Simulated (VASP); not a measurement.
Here is a VASP 6.6.1 calculation.

The input POSCAR:

```
H21ClO10
1.0
    7.0540040000      0.0000000000      0.0000000000
    0.0000000000      7.0540040000      0.0000000000
    0.0000000000      0.0000000000      7.0540040000
O H Cl
10 21 1
Direct
    0.3307199712      0.3106462656      0.2679612884
    0.6977739168      0.7650265013      0.0611284031
    0.4784800235      0.8050321491      0.6887861135
    0.3578960261     -0.0451941904      1.0107592794
    0.3662742465      0.4404874168      0.8671387201
    0.9357664101      0.5487379933      0.6590299637
    0.7074988900      0.2669122388      0.8864610794
    0.9598378453      0.4668128909      0.2399063000
    0.2405867646      0.9076830691      0.3706405610
    1.0273030750      1.0554572977      0.8034160457
    0.3464131860      0.2521971918      0.1432094453
    0.2825345719      0.2119505461      0.3481001712
    0.6652675558      0.8755878222     -0.0165863246
    0.8051172072      0.7103908645     -0.0080096354
    0.3941165897      0.8246238590      0.5832999244
    0.6029199870      0.8170253377      0.6340370660
    0.2537991189      0.0028069165      0.9328602592
    0.3996878936     -0.1467535318      0.9329736700
    0.4205412982      0.5650974964      0.8410967728
    0.2817832255      0.4187550787      0.7561804615
    0.9698463454      0.5401045987      0.5204703598
    0.8812441842      0.4203144767      0.6788768478
    0.7179468568      0.3429541577      1.0017998289
    0.5856957269      0.3168555050      0.8375243337
    0.8734755467      0.3569320346      0.2591152486
    1.0827184107      0.4084063462      0.2188260738
    0.1320810138      0.8203993080      0.3691378684
    0.2984262555      0.8997584918      0.2427557455
    1.0025228225      0.9331154334      0.7583494424
    0.9231069333      1.1372548130      0.7785649115
    0.7488371144      0.8847740943      0.2384461364
    0.7833281637      0.9936342537      0.4047913781
```

Contents of INCAR.step1:

```
SYSTEM = H21ClO10
ALGO = Normal ; EDIFF = 1E-4
ENCUT = 520 ; GGA = PE
ISMEAR = -1 ; LASPH = .TRUE.
LCHARG = .FALSE. ; LREAL = Auto
LWAVE = .TRUE. ; NBANDS = 66
NELM = 80 ; PREC = Accurate
SIGMA = 0.02
```

Contents of INCAR.step2:

```
SYSTEM = H21ClO10
ALGO = Normal ; EDIFF = 1E-6
ENCUT = 520 ; ISIF = 2
ISMEAR = -1 ; ISTART = 1
LASPH = .TRUE. ; LCHARG = .TRUE.
LELF = .TRUE. ; LMIXTAU = .TRUE.
LREAL = Auto ; LVHAR = .TRUE.
LWAVE = .FALSE. ; METAGGA = R2SCAN
NBANDS = 66 ; NELM = 80
PREC = Accurate ; SIGMA = 0.02
```

KPOINTS

```
k-points
0
G
  1 1 1
  0 0 0
```

Potentials or basis: VASP PAW PBE potentials, release 64 (O, H, Cl).

The run is started by

```console
$ cat potpaw_PBE.64/O/POTCAR potpaw_PBE.64/H/POTCAR potpaw_PBE.64/Cl/POTCAR > POTCAR
$ cp INCAR.step1 INCAR
$ mpirun -np 1 vasp_gam > vasp.out
$ cp INCAR.step2 INCAR
$ mpirun -np 1 vasp_gam > vasp.out
```

(1) Estimate the largest force.

(2) What does it give for the pressure?

Results:

(1) 1.998 eV/Å.

(2) -1.1 GPa.

Caveat: the k points lie up to 0.89 Å⁻¹ apart; the PAW data sets were made with another functional, which shifts forces and pressure a little.
